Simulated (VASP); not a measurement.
# Be (P6/mmm) in VASP: notebook

Be is run at these levels: PBEsol; tasks: single point.

Program: VASP 6.6.1. These are calculated values, not measurements. Logs are shortened: lines on timing, memory, paths and dates and some standing lists are left out, and cuts for length are marked.

## Step 1: The cell of the first run

Symmetry: P6/mmm, No. 191, hexagonal system. The conventional cell has a = 1.697 Å, b = 1.697 Å, c = 1.582 Å, α = 90.00°, β = 90.00°, γ = 120.00°. Be (site symmetry 6/mmm) has 8 Be at 1.58 to 1.70 Å within 2.1 Å.

This isn't the form of Be at room conditions, which is hcp.

## Step 2: Single point, PBEsol

Contents of INCAR:

```
SYSTEM = Be
PREC = Accurate ; ENCUT = 520
EDIFF = 1E-7 ; ISMEAR = -1
SIGMA = 0.05 ; LREAL = .FALSE.
LASPH = .TRUE. ; NELM = 80
ALGO = Normal ; ISIF = 2
LWAVE = .FALSE. ; LCHARG = .FALSE.
GGA = PS ; NBANDS = 7
```

Contents of KPOINTS:

```
regular mesh
0
G
  26 26 24
  0 0 0
```

Contents of POSCAR:

```
Be
1.0
    1.6970040088      0.0000000000      0.0000000000
   -0.8485020044      1.4696485819      0.0000000000
    0.0000000000      0.0000000000      1.5815088875
Be
1
Direct
    0.0000000000      0.0000000000      0.0000000000
```

Potentials or basis: VASP PAW PBE potentials, release 64 (Be).

On the command line:

```console
$ cat potpaw_PBE.64/Be/POTCAR > POTCAR
$ mpirun -np 1 vasp_std > vasp.out
```

OUTCAR:

```text
SYSTEM = Be
   PREC = Accurate
   ENCUT = 520
   EDIFF = 1E-7
   ISMEAR = -1
   LREAL = .FALSE.
   LASPH = .TRUE.
   NELM = 80
   ISIF = 2
   GGA = PS

 ion  position               nearest neighbor table
   1  0.000  0.000  0.000-

  LATTYP: Found a hexagonal cell.
 ALAT       =     1.6970040088
 C/A-ratio  =     0.9319417511

  Lattice vectors:

 A1 = (   1.6970040088,   0.0000000000,   0.0000000000)
 A2 = (  -0.8485020044,   1.4696485819,   0.0000000000)
 A3 = (   0.0000000000,   0.0000000000,   1.5815088875)

Analysis of symmetry for initial positions (statically):
=====================================================================
 Subroutine PRICEL returns:
 Original cell was already a primitive cell.

 Routine SETGRP: Setting up the symmetry group for a
 hexagonal supercell.

 Subroutine GETGRP returns: Found 24 space group operations
 (whereof 24 operations were pure point group operations)
 out of a pool of 24 trial point group operations.

The static configuration has the point symmetry D_6h.

Analysis of symmetry for dynamics (positions and initial velocities):
=====================================================================
 Subroutine PRICEL returns:
 Original cell was already a primitive cell.

 Routine SETGRP: Setting up the symmetry group for a
 hexagonal supercell.

 Subroutine GETGRP returns: Found 24 space group operations
 (whereof 24 operations were pure point group operations)
 out of a pool of 24 trial point group operations.

The dynamic configuration has the point symmetry D_6h.

 Subroutine INISYM returns: Found 24 space group operations
 (whereof 24 operations are pure point group operations),
 and found     1 'primitive' translations

----------------------------------------------------------------------------------------

                                     Primitive cell

  volume of cell :       3.9443

  direct lattice vectors                    reciprocal lattice vectors
     1.697004009  0.000000000  0.000000000     0.589273799  0.340217387  0.000000000
    -0.848502004  1.469648582  0.000000000     0.000000000  0.680434774  0.000000000
     0.000000000  0.000000000  1.581508888     0.000000000  0.000000000  0.632307544

  length of vectors
     1.697004009  1.697004009  1.581508888     0.680434774  0.680434774  0.632307544

  position of ions in fractional coordinates (direct lattice)
     0.000000000  0.000000000  0.000000000

  ion indices of the primitive-cell ions
   primitive index   ion index
                 1           1

----------------------------------------------------------------------------------------

 KPOINTS: regular mesh

Automatic generation of k-mesh.
 Grid dimensions read from file:
 generate k-points for:   26   26   24

 Generating k-lattice:

  Cartesian coordinates                     Fractional coordinates (reciprocal lattice)
     0.022664377  0.013085284  0.000000000     0.038461538  0.000000000  0.000000000
     0.000000000  0.026170568  0.000000000     0.000000000  0.038461538  0.000000000
     0.000000000  0.000000000  0.026346148     0.000000000  0.000000000  0.041666667

  Length of vectors
     0.026170568  0.026170568  0.026346148

  Shift w.r.t. Gamma in fractional coordinates (k-lattice)
     0.000000000  0.000000000  0.000000000

 Subroutine IBZKPT returns following result:
 ===========================================

 Found    910 irreducible k-points:

 Following reciprocal coordinates:
            Coordinates               Weight
  0.000000  0.000000  0.000000      1.000000
  0.038462 -0.000000  0.000000      6.000000
  0.076923 -0.000000  0.000000      6.000000
  0.115385 -0.000000  0.000000      6.000000
  0.153846  0.000000  0.000000      6.000000
  0.192308 -0.000000  0.000000      6.000000
[... 16 lines left out ...]
  0.346154  0.038462  0.000000     12.000000
  0.384615  0.038462  0.000000     12.000000
 [... further k-points ...]
   k-points           NKPTS =    910   k-points in BZ     NKDIM =    910   number of bands    NBANDS=      7
   number of dos      NEDOS =    301   number of ions     NIONS =      1
   total plane-waves  NPLWV =   2352
   dimension x,y,z NGX =    14 NGY =   14 NGZ =   12
   dimension x,y,z NGXF=    28 NGYF=   28 NGZF=   24
   ions per type =               1
   NGX,Y,Z   is equivalent  to a cutoff of  13.72, 13.72, 12.61 a.u.
   NGXF,Y,Z  is equivalent  to a cutoff of  27.43, 27.43, 25.23 a.u.
 SYSTEM =  Be
   PREC   = accura    normal or accurate (medium, high low for compatibility)
   ISTART =      0    job   : 0-new  1-cont  2-samecut
   ICHARG =      2    charge: 1-file 2-atom 10-const
   ISPIN  =      1    spin polarized calculation?
   LNONCOLLINEAR =      F non collinear calculations
   LSORBIT =      F    spin-orbit coupling
   LASPH  =      T    aspherical Exc in radial PAW
   ENCUT  =  520.0 eV  38.22 Ry    6.18 a.u.   3.16  3.16  2.94*2*pi/ulx,y,z
   NELM   =     80;   NELMIN=  2; NELMDL= -5     # of ELM steps
   EDIFF  = 0.1E-06   stopping-criterion for ELM
   LREAL  =      F    real-space projection
   EDIFFG = 0.1E-05   stopping-criterion for IOM
   NSW    =      0    number of steps for IOM
   IBRION =     -1    ionic relax: 0-MD 1-quasi-New 2-CG
   NFREE  =      0    steps in history (QN), initial steepest desc. (CG)
   ISIF   =      2    stress and relaxation
   ISYM   =      2    0-nonsym 1-usesym 2-fastsym
   POTIM  = 0.5000    time-step for ionic-motion
   TEBEG  =    0.0;   TEEND  =   0.0 temperature during run
   PSTRESS=    0.0 pullay stress
   NELECT =       2.0000    total number of electrons
   NUPDOWN=      -1.0000    fix difference up-down
   EMIN   =  10.00;   EMAX   =-10.00  energy-range for DOS
   EFERMI =   0.00;   METHOD = LEGACY
   ISMEAR =    -1;   SIGMA  =   0.05  broadening in eV -4-tet -1-fermi 0-gaus
   EFERMI_NEDOS =   21; number of points for ismear=-14 and -15
   IALGO  =     38    algorithm
   IMIX   =      4    mixing-type and parameters
     AMIX     =   0.40;   BMIX     =  1.00
     AMIX_MAG =   1.60;   BMIX_MAG =  1.00
  volume/ion in A,a.u.               =       3.94        26.62
  Fermi-wavevector in a.u.,A,eV,Ry     =   1.305456  2.466954 23.187249  1.704215
  Thomas-Fermi vector in A             =   2.436324
   LORBIT       =      0    0 simple, 1 ext, 2 COOP (PROOUT), +10 PAW based schemes
   GGA     = PS    functional components
   LHFCALC =     F    Hartree Fock is set to
   AEXX    =    0.0000 exact exchange contribution
   IVDW    =     0    specifies the selected vdW correction
   LEPSILON=     F    determine dielectric tensor
   LRPA    =     F    only Hartree local field effects (RPA)
 non-spin polarized calculation
  energy-cutoff  :      520.00
  volume of cell :        3.94
 maximum number of plane-waves:       114
 NGX is ok and might be reduce to    14
   NGX =  7   NGY =  7   NGZ =  5

 number of electron       2.0000000 magnetization

 Free energy of the ion-electron system (eV)
  ---------------------------------------------------
  ext. energy  EPLUGINS =         0.00000000
  ---------------------------------------------------
  free energy    TOTEN  =        -0.73092888 eV

  energy without entropy =       -0.72974272  energy(sigma->0) =       -0.73033580

 E-fermi :  16.2339     XC(G=0): -13.1472

 val. band max:       16.2309482148   @ k =   0.2692  -0.0000   0.5000
 cond. band min:      16.2385707762   @ k =   0.1154  -0.0000   0.5000
 fundamental gap:      0.0076225613
 Fermi energy:        16.2338909135

 k-point     1 :       0.0000    0.0000    0.0000
  band No.  band energies     occupation
      1      -0.6262      2.00000
      2      41.5491      0.00000
      3      46.0599      0.00000
      4      46.0599      0.00000
      5      50.1863      0.00000
      6      59.3466      0.00000
      7      59.3466      0.00000

 k-point     2 :       0.0385   -0.0000    0.0000
  band No.  band energies     occupation
      1      -0.5761      2.00000
      2      41.6403      0.00000
      3      44.9924      0.00000
      4      45.6457      0.00000
      5      50.9105      0.00000
      6      57.3418      0.00000
      7      59.9609      0.00000

 k-point     3 :       0.0769   -0.0000    0.0000
  band No.  band energies     occupation
      1      -0.4256      2.00000
      2      41.9131      0.00000
      3      42.7514      0.00000
      4      44.5878      0.00000
      5      51.5869      0.00000
      6      55.8182      0.00000
      7      61.6183      0.00000

 k-point     4 :       0.1154   -0.0000    0.0000
  band No.  band energies     occupation
      1      -0.1744      2.00000
      2      40.0216      0.00000
      3      42.3653      0.00000
      4      43.2130      0.00000
      5      50.7393      0.00000
      6      56.6546      0.00000
      7      63.9905      0.00000

 k-point     5 :       0.1538    0.0000    0.0000
  band No.  band energies     occupation
      1       0.1776      2.00000
      2      37.0491      0.00000
      3      41.7522      0.00000
      4      42.9933      0.00000
      5      49.5173      0.00000
      6      58.5541      0.00000
      7      66.8422      0.00000
[... 161 lines left out ...]
 k-point    22 :       0.3077    0.0385    0.0000
  band No.  band energies     occupation
      1       2.9706      2.00000
      2      24.2783      0.00000
      3      35.7592      0.00000
      4      47.7777      0.00000
      5      48.0396      0.00000
      6      66.0640      0.00000
      7      75.3623      0.00000

 k-point    23 :       0.3462    0.0385    0.0000
  band No.  band energies     occupation
      1       3.7609      2.00000
      2      22.0474      0.00000
      3      35.0638      0.00000
      4      47.9854      0.00000
      5      49.0913      0.00000
      6      66.1718      0.00000
      7      72.6154      0.00000

 k-point    24 :       0.3846    0.0385    0.0000
  band No.  band energies     occupation
      1       4.5262      2.00000
      2      20.1891      0.00000
      3      34.5377      0.00000
      4      48.0150      0.00000
      5      50.3591      0.00000
      6      65.8333      0.00000
      7      70.2601      0.00000

 [... further k-points ...]

------------------------ aborting loop because EDIFF is reached ----------------------------------------

  FORCE on cell =-STRESS in cart. coord.  units (eV):
  Direction    XX          YY          ZZ          XY          YZ          ZX
  --------------------------------------------------------------------------------------
  -------------------------------------------------------------------------------------
  Total        7.2191047      7.2191047      7.2080923      0.0000000     -0.0000000      0.0000000
  in kB     2932.4182840   2932.4182838   2927.9450083      0.0000000     -0.0000000      0.0000000
  external PRESSURE =    2930.9271920 kB  Pullay stress =       0.0000000 kB

 VOLUME and BASIS-vectors are now :
 -----------------------------------------------------------------------------
  energy-cutoff  :      520.00
  volume of cell :        3.94
      direct lattice vectors                 reciprocal lattice vectors
     1.697004009  0.000000000  0.000000000     0.589273799  0.340217387  0.000000000
    -0.848502004  1.469648582  0.000000000     0.000000000  0.680434774  0.000000000
     0.000000000  0.000000000  1.581508888     0.000000000  0.000000000  0.632307544

 POSITION                                       TOTAL-FORCE (eV/Angst)
 -----------------------------------------------------------------------------------
      0.00000      0.00000      0.00000         0.000000      0.000000      0.000000
 -----------------------------------------------------------------------------------
    total drift:                                0.000000      0.000000      0.000000

  FREE ENERGIE OF THE ION-ELECTRON SYSTEM (eV)
  ---------------------------------------------------
  free  energy   TOTEN  =        -0.7309288800 eV

  energy  without entropy=       -0.7297427240  energy(sigma->0) =       -0.73033580
```

Run time: 20 s. Hardware: 1 thread of Intel Xeon Platinum 8559C (Emerald Rapids), shared host; peak memory 0.12 GiB.

What came out:

```
Free energy            : -0.7309 eV
Pressure               : 293.1 GPa
Band gap on the k mesh : zero (bands 1 and 2 overlap by 8.77 eV)
```

Levels at points of the mesh, in eV from the Fermi level:
```
           k point  band 1  band 2  band 3  band 4  band 5  band 6
(0.00, 0.00, 0.00)  -16.86   25.32   29.83   29.83   33.95   43.11
(0.50, 0.00, 0.00)  -10.72    1.82   18.24   31.13   35.86   48.85
(0.00, 0.00, 0.50)  -12.25    0.07   37.48   37.48   49.51   55.22
(0.50, 0.00, 0.50)    0.42    1.46    9.07   19.66   27.31   40.52
```

Caveat: the cell stands under pressure; the PAW data sets were made with another functional, which shifts forces and pressure a little.

## Step 3: Single point, PBEsol

Contents of INCAR:

```
ALGO     = Normal         # electronic algorithm
EDIFF    = 1E-6           # SCF threshold, eV
ENCUT    = 520            # plane-wave cutoff, eV
GGA      = PS             # functional
ISIF     = 2              # what is computed and relaxed
ISMEAR   = -1             # smearing method
LASPH    = True           # aspherical terms in the spheres
LCHARG   = False          # write CHGCAR
LREAL    = False          # projectors in reciprocal space
LWAVE    = False          # write WAVECAR
NBANDS   = 7              # bands
NELM     = 60             # most SCF steps
PREC     = Accurate       # precision mode
SIGMA    = 0.05           # smearing width, eV
```

Contents of KPOINTS:

```
k-points
0
Gamma
  26 26 24
```

Contents of POSCAR:

```
Be
1.0
    1.6962770916      0.0000000000      0.0000000000
   -0.8481385458      1.4690190532      0.0000000000
    0.0000000000      0.0000000000      1.5808040241
Be
1
Direct
    0.0000000000      0.0000000000      0.0000000000
```

Potentials or basis: VASP PAW PBE potentials, release 64 (Be).

On the command line:

```console
$ cat potpaw_PBE.64/Be/POTCAR > POTCAR
$ mpirun -np 1 vasp_std > vasp.out
```

Wall time 17 s (1 thread of Intel Xeon Platinum 8559C (Emerald Rapids), shared host); peak memory 0.12 GiB.

It converged, with:

| Item | Value |
| --- | --- |
| Free energy | -0.7215 eV |
| Pressure | 294.2 GPa |
| Band gap on the k mesh | zero (bands 1 and 2 overlap by 8.78 eV) |

Stress tensor (GPa, compression positive):
```
294.39   0.00   0.00
  0.00 294.39   0.00
  0.00   0.00 293.68
```

Levels at points of the mesh, in eV from the Fermi level:
| k point | band 1 | band 2 | band 3 | band 4 | band 5 | band 6 |
| --- | --- | --- | --- | --- | --- | --- |
| (0.00, 0.00, 0.00) | -16.87 | 25.34 | 29.85 | 29.85 | 33.98 | 43.14 |
| (0.50, 0.00, 0.00) | -10.73 | 1.83 | 18.25 | 31.15 | 35.89 | 48.89 |
| (0.00, 0.00, 0.50) | -12.26 | 0.07 | 37.51 | 37.51 | 49.55 | 55.26 |
| (0.50, 0.00, 0.50) | 0.42 | 1.46 | 9.07 | 19.68 | 27.33 | 40.55 |

Caveat: the cell stands under pressure; the PAW data sets were made with another functional, which shifts forces and pressure a little.
